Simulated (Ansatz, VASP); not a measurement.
**IrC in VASP and in Ansatz**

```
CELL_PARAMETERS angstrom
0.00000 2.31055 2.31055
2.31055 0.00000 2.31055
2.31055 2.31055 0.00000
ATOMIC_POSITIONS crystal
Ir 0.00000 0.00000 0.00000
C 0.25000 0.25000 0.25000
```

Alike in both runs: functional PBE; k mesh 16 × 16 × 16; occupations fermi-dirac, width 0.08 eV; no spin polarisation.

Ansatz relaxed the structure, and its values are those at the end. VASP's run is a single point on that final structure, the one shown.

|  | VASP | Ansatz |
| --- | --- | --- |
| version | VASP 6.6.1 | Ansatz 0.2.0 |
| potentials or method | VASP PAW PBE potentials, release 64 (Ir, C) | PAW with Ansatz's default frozen-core files, scalar-relativistic |
| plane-wave cutoff (eV) | 520 | 420 |
| valence electrons in the cell | 13 | 21 |

|  | VASP | Ansatz | Ansatz less VASP |
| --- | --- | --- | --- |
| pressure (GPa) | 1.9 | 0.0 | -1.97 |

VASP's potentials hold 13 valence electrons a cell and Ansatz's 21, so a difference there can come from the potentials and not from the codes.

Neither program's run includes spin-orbit coupling.
